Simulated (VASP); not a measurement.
# SnSe (zincblende type) (F-43m) in VASP: notebook

SnSe (zincblende type) is run at these levels: PBE; tasks: single point.

All numbers are computed with VASP 6.6.1; they aren't measurements. Logs are shortened: lines on timing, memory, paths and dates and some standing lists are left out, and cuts for length are marked.

## 1. The cell of the first run

The structure is cubic, space group F-43m (No. 216). The conventional cell has a = 6.282 Å, b = 6.282 Å, c = 6.282 Å, α = 90.00°, β = 90.00°, γ = 90.00°. Sn (site symmetry -43m) has 4 Se at 2.72 Å within 3.6 Å. Within 3.6 Å of Se (site symmetry -43m) lie 4 Sn at 2.72 Å.

## 2. Single point, PBE

Input file INCAR:

```
SYSTEM = SnSe
ALGO = Normal
EDIFF = 1E-6
ENCUT = 520
GGA = PE
ISIF = 2
ISMEAR = -1
LASPH = .True.
LCHARG = .True.
LELF = .True.
LREAL = .False.
LVHAR = .True.
LWAVE = .False.
NBANDS = 17
NELM = 100
PREC = Accurate
SIGMA = 0.1
```

Input file KPOINTS:

```
k-points
0
Gamma
  12 12 12
  0 0 0
```

Input file POSCAR:

```
SnSe
1.0
    0.0000000000      3.1409260343      3.1409260343
    3.1409260343      0.0000000000      3.1409260343
    3.1409260343      3.1409260343      0.0000000000
Sn Se
1 1
Direct
    0.0000000000      0.0000000000      0.0000000000
    0.2500000000      0.2500000000      0.2500000000
```

Potentials or basis: VASP PAW PBE potentials, release 64 (Sn_d, Se).

Launch:

```console
cat potpaw_PBE.64/Sn_d/POTCAR potpaw_PBE.64/Se/POTCAR > POTCAR
mpirun -np 1 vasp_std > vasp.out
```

OUTCAR:

```text
SYSTEM = SnSe
   EDIFF = 1E-6
   ENCUT = 520
   GGA = PE
   ISIF = 2
   ISMEAR = -1
   LASPH = .True.
   LREAL = .False.
   NELM = 100
   PREC = Accurate

 ion  position               nearest neighbor table
   1  0.000  0.000  0.000-   2 2.72   2 2.72   2 2.72   2 2.72
   2  0.250  0.250  0.250-   1 2.72   1 2.72   1 2.72   1 2.72

  LATTYP: Found a face centered cubic cell.
 ALAT       =     6.2818520686

  Lattice vectors:

 A1 = (   0.0000000000,   3.1409260343,   3.1409260343)
 A2 = (   3.1409260343,   0.0000000000,   3.1409260343)
 A3 = (   3.1409260343,   3.1409260343,   0.0000000000)

Analysis of symmetry for initial positions (statically):
=====================================================================
 Subroutine PRICEL returns:
 Original cell was already a primitive cell.

 Routine SETGRP: Setting up the symmetry group for a
 face centered cubic supercell.

 Subroutine GETGRP returns: Found 24 space group operations
 (whereof 24 operations were pure point group operations)
 out of a pool of 48 trial point group operations.

The static configuration has the point symmetry T_d .

Analysis of symmetry for dynamics (positions and initial velocities):
=====================================================================
 Subroutine PRICEL returns:
 Original cell was already a primitive cell.

 Routine SETGRP: Setting up the symmetry group for a
 face centered cubic supercell.

 Subroutine GETGRP returns: Found 24 space group operations
 (whereof 24 operations were pure point group operations)
 out of a pool of 48 trial point group operations.

The dynamic configuration has the point symmetry T_d .

 Subroutine INISYM returns: Found 24 space group operations
 (whereof 24 operations are pure point group operations),
 and found     1 'primitive' translations

----------------------------------------------------------------------------------------

                                     Primitive cell

  volume of cell :      61.9731

  direct lattice vectors                    reciprocal lattice vectors
     0.000000000  3.140926034  3.140926034    -0.159188722  0.159188722  0.159188722
     3.140926034  0.000000000  3.140926034     0.159188722 -0.159188722  0.159188722
     3.140926034  3.140926034  0.000000000     0.159188722  0.159188722 -0.159188722

  length of vectors
     4.441940196  4.441940196  4.441940196     0.275722954  0.275722954  0.275722954

  position of ions in fractional coordinates (direct lattice)
     0.000000000  0.000000000  0.000000000
     0.250000000  0.250000000  0.250000000

  ion indices of the primitive-cell ions
   primitive index   ion index
                 1           1
                 2           2

----------------------------------------------------------------------------------------

 KPOINTS: k-points

Automatic generation of k-mesh.
 Grid dimensions read from file:
 generate k-points for:   12   12   12

 Generating k-lattice:

  Cartesian coordinates                     Fractional coordinates (reciprocal lattice)
    -0.013265727  0.013265727  0.013265727     0.083333333  0.000000000  0.000000000
     0.013265727 -0.013265727  0.013265727     0.000000000  0.083333333  0.000000000
     0.013265727  0.013265727 -0.013265727     0.000000000  0.000000000  0.083333333

  Length of vectors
     0.022976913  0.022976913  0.022976913

  Shift w.r.t. Gamma in fractional coordinates (k-lattice)
     0.000000000  0.000000000  0.000000000

 Subroutine IBZKPT returns following result:
 ===========================================

 Found     72 irreducible k-points:

 Following reciprocal coordinates:
            Coordinates               Weight
  0.000000  0.000000  0.000000      1.000000
  0.083333  0.000000  0.000000      8.000000
  0.166667  0.000000  0.000000      8.000000
  0.250000  0.000000  0.000000      8.000000
  0.333333  0.000000  0.000000      8.000000
  0.416667  0.000000  0.000000      8.000000
[... 16 lines left out ...]
  0.500000  0.166667  0.000000     24.000000
 -0.416667  0.166667  0.000000     24.000000
 [... further k-points ...]
   k-points           NKPTS =     72   k-points in BZ     NKDIM =     72   number of bands    NBANDS=     17
   number of dos      NEDOS =    301   number of ions     NIONS =      2
   total plane-waves  NPLWV =  46656
   dimension x,y,z NGX =    36 NGY =   36 NGZ =   36
   dimension x,y,z NGXF=    72 NGYF=   72 NGZF=   72
   ions per type =               1   1
   NGX,Y,Z   is equivalent  to a cutoff of  13.47, 13.47, 13.47 a.u.
   NGXF,Y,Z  is equivalent  to a cutoff of  26.95, 26.95, 26.95 a.u.
 SYSTEM =  SnSe
   PREC   = accura    normal or accurate (medium, high low for compatibility)
   ISTART =      0    job   : 0-new  1-cont  2-samecut
   ICHARG =      2    charge: 1-file 2-atom 10-const
   ISPIN  =      1    spin polarized calculation?
   LNONCOLLINEAR =      F non collinear calculations
   LSORBIT =      F    spin-orbit coupling
   LASPH  =      T    aspherical Exc in radial PAW
   ENCUT  =  520.0 eV  38.22 Ry    6.18 a.u.   8.26  8.26  8.26*2*pi/ulx,y,z
   NELM   =    100;   NELMIN=  2; NELMDL= -5     # of ELM steps
   EDIFF  = 0.1E-05   stopping-criterion for ELM
   LREAL  =      F    real-space projection
   EDIFFG = 0.1E-04   stopping-criterion for IOM
   NSW    =      0    number of steps for IOM
   IBRION =     -1    ionic relax: 0-MD 1-quasi-New 2-CG
   NFREE  =      0    steps in history (QN), initial steepest desc. (CG)
   ISIF   =      2    stress and relaxation
   ISYM   =      2    0-nonsym 1-usesym 2-fastsym
   POTIM  = 0.5000    time-step for ionic-motion
   TEBEG  =    0.0;   TEEND  =   0.0 temperature during run
   PSTRESS=    0.0 pullay stress
   NELECT =      20.0000    total number of electrons
   NUPDOWN=      -1.0000    fix difference up-down
   EMIN   =  10.00;   EMAX   =-10.00  energy-range for DOS
   EFERMI =   0.00;   METHOD = LEGACY
   ISMEAR =    -1;   SIGMA  =   0.10  broadening in eV -4-tet -1-fermi 0-gaus
   EFERMI_NEDOS =   21; number of points for ismear=-14 and -15
   IALGO  =     38    algorithm
   IMIX   =      4    mixing-type and parameters
     AMIX     =   0.40;   BMIX     =  1.00
     AMIX_MAG =   1.60;   BMIX_MAG =  1.00
  volume/ion in A,a.u.               =      30.99       209.11
  Fermi-wavevector in a.u.,A,eV,Ry     =   1.122924  2.122019 17.156387  1.260959
  Thomas-Fermi vector in A             =   2.259587
   LORBIT       =      0    0 simple, 1 ext, 2 COOP (PROOUT), +10 PAW based schemes
   GGA     = PE    functional components
   LHFCALC =     F    Hartree Fock is set to
   AEXX    =    0.0000 exact exchange contribution
   IVDW    =     0    specifies the selected vdW correction
   LEPSILON=     F    determine dielectric tensor
   LRPA    =     F    only Hartree local field effects (RPA)
 non-spin polarized calculation
  energy-cutoff  :      520.00
  volume of cell :       61.97
 maximum number of plane-waves:      1700
 NGX is ok and might be reduce to    36
   NGX = 17   NGY = 17   NGZ = 17

 number of electron      19.9999997 magnetization

 Free energy of the ion-electron system (eV)
  ---------------------------------------------------
  ext. energy  EPLUGINS =         0.00000000
  ---------------------------------------------------
  free energy    TOTEN  =        -7.33952185 eV

  energy without entropy =       -7.31496508  energy(sigma->0) =       -7.32724347

 E-fermi :   4.9001     XC(G=0):  -8.7713

 val. band max:        4.8791046870   @ k =  -0.4167   0.4167   0.1667
 cond. band min:       4.9836902413   @ k =  -0.2500   0.4167   0.1667
 fundamental gap:      0.1045855542
 Fermi energy:         4.9001180305

 k-point     1 :       0.0000    0.0000    0.0000
  band No.  band energies     occupation
      1     -16.9843      2.00000
      2     -16.9843      2.00000
      3     -16.9843      2.00000
      4     -16.9468      2.00000
      5     -16.9468      2.00000
      6      -9.7060      2.00000
[... 9 lines left out ...]
     16      12.3845      0.00000
     17      13.6091      0.00000

 k-point     2 :       0.0833    0.0000    0.0000
  band No.  band energies     occupation
      1     -16.9851      2.00000
      2     -16.9836      2.00000
      3     -16.9836      2.00000
      4     -16.9467      2.00000
      5     -16.9467      2.00000
      6      -9.6644      2.00000
[... 9 lines left out ...]
     16      12.0115      0.00000
     17      13.3078      0.00000

 k-point     3 :       0.1667    0.0000    0.0000
  band No.  band energies     occupation
      1     -16.9873      2.00000
      2     -16.9821      2.00000
      3     -16.9821      2.00000
      4     -16.9466      2.00000
      5     -16.9466      2.00000
      6      -9.5455      2.00000
[... 9 lines left out ...]
     16      11.5979      0.00000
     17      12.9777      0.00000

 k-point     4 :       0.2500    0.0000    0.0000
  band No.  band energies     occupation
      1     -16.9904      2.00000
      2     -16.9801      2.00000
      3     -16.9801      2.00000
      4     -16.9463      2.00000
      5     -16.9463      2.00000
      6      -9.3692      2.00000
[... 9 lines left out ...]
     16      11.5163      0.00000
     17      13.4616      0.00000
[... 343 lines left out ...]
      1     -16.9981      2.00000
      2     -16.9758      2.00000
      3     -16.9745      2.00000
      4     -16.9480      2.00000
      5     -16.9441      2.00000
      6      -9.0076      2.00000
[... 9 lines left out ...]
     16      13.2817      0.00000
     17      14.0513      0.00000

 k-point    23 :       0.5000    0.1667    0.0000
  band No.  band energies     occupation
      1     -16.9988      2.00000
      2     -16.9754      2.00000
      3     -16.9740      2.00000
      4     -16.9472      2.00000
      5     -16.9444      2.00000
      6      -8.8874      2.00000
[... 9 lines left out ...]
     16      13.2406      0.00000
     17      13.5439      0.00000

 k-point    24 :      -0.4167    0.1667    0.0000
  band No.  band energies     occupation
      1     -16.9984      2.00000
      2     -16.9755      2.00000
      3     -16.9744      2.00000
      4     -16.9463      2.00000
      5     -16.9452      2.00000
      6      -8.8705      2.00000
[... 9 lines left out ...]
     16      12.7134      0.00000
     17      13.9800      0.00000

 [... further k-points ...]
[... 5 lines left out ...]
  --------------------------------------------------------------------------------------
  -------------------------------------------------------------------------------------
  Total        3.8689987      3.8689987      3.8689987     -0.0000000      0.0000000      0.0000000
  in kB      100.0244189    100.0244189    100.0244189     -0.0000000      0.0000000      0.0000000
  external PRESSURE =     100.0244189 kB  Pullay stress =       0.0000000 kB

 VOLUME and BASIS-vectors are now :
 -----------------------------------------------------------------------------
  energy-cutoff  :      520.00
  volume of cell :       61.97
      direct lattice vectors                 reciprocal lattice vectors
     0.000000000  3.140926034  3.140926034    -0.159188722  0.159188722  0.159188722
     3.140926034  0.000000000  3.140926034     0.159188722 -0.159188722  0.159188722
     3.140926034  3.140926034  0.000000000     0.159188722  0.159188722 -0.159188722

 POSITION                                       TOTAL-FORCE (eV/Angst)
 -----------------------------------------------------------------------------------
      0.00000      0.00000      0.00000         0.000000      0.000000      0.000000
      1.57046      1.57046      1.57046        -0.000000     -0.000000     -0.000000
 -----------------------------------------------------------------------------------
    total drift:                                0.000000      0.000000      0.000000

  FREE ENERGIE OF THE ION-ELECTRON SYSTEM (eV)
  ---------------------------------------------------
  free  energy   TOTEN  =        -7.3395218512 eV

  energy  without entropy=       -7.3149650838  energy(sigma->0) =       -7.32724347
```

It took 1.9 min on 1 thread of Intel Xeon 8259CL, shared host; peak memory 0.25 GiB.

What came out:

- Free energy: -7.3395 eV
- Pressure: 10.0 GPa
- Band gap on the k mesh: zero (bands 10 and 11 overlap by 0.87 eV)

Levels at points of the mesh, in eV from the Fermi level:
```
           k point  band 6  band 7  band 8  band 9  band 10  band 11  band 12  band 13  band 14  band 15
(0.00, 0.00, 0.00)  -14.61   -4.80   -2.95   -2.95    -2.95     1.37     1.37     1.37     5.01     7.48
(0.50, 0.00, 0.00)  -13.85   -8.05   -3.62   -3.62    -2.34     2.21     2.21     3.92     6.43     8.09
(0.50, 0.50, 0.00)  -13.57   -8.32   -4.52   -4.52    -0.70    -0.48     5.25     5.25     5.83     8.32
```

Caveat: the cell stands under pressure; spin-orbit coupling is left out, which moves the levels of the heavy elements.

(Continued in part 2 of 2.)

The gap in the log of VASP goes by the Fermi energy; the results here count the filled bands.